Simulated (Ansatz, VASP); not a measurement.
## NaI: VASP beside Ansatz

```
Na I
1.0
     0.00000    3.24715    3.24715
     3.24715    0.00000    3.24715
     3.24715    3.24715    0.00000
Na I
1 1
Direct
  0.00000 0.00000 0.00000
  0.50000 0.50000 0.50000
```

Alike in both runs: task single point; functional PBE; k mesh 10 × 10 × 10; occupations gaussian, width 0.05 eV; no spin polarisation.

|  | VASP | Ansatz |
| --- | --- | --- |
| version | VASP 6.6.1 | Ansatz 0.2.0 |
| potentials or method | VASP PAW PBE potentials, release 64 (Na_pv, I), cutoff 520 eV | scalar-relativistic, plane waves, PAW |
| valence electrons in the cell | 14 | 26 |

|  | VASP | Ansatz | Ansatz less VASP |
| --- | --- | --- | --- |
| gap on the k mesh at the Fermi level (eV) | 3.61 | 3.62 | +0.004 |
| least direct gap on the mesh (eV) | 3.61 | 3.62 | +0.004 |
| pressure (GPa) | 0.3 | 0.3 | -0.02 |

VASP's potentials hold 14 valence electrons a cell and Ansatz's 26, so a difference there can come from the potentials and not from the codes.

Spin-orbit coupling is off throughout.
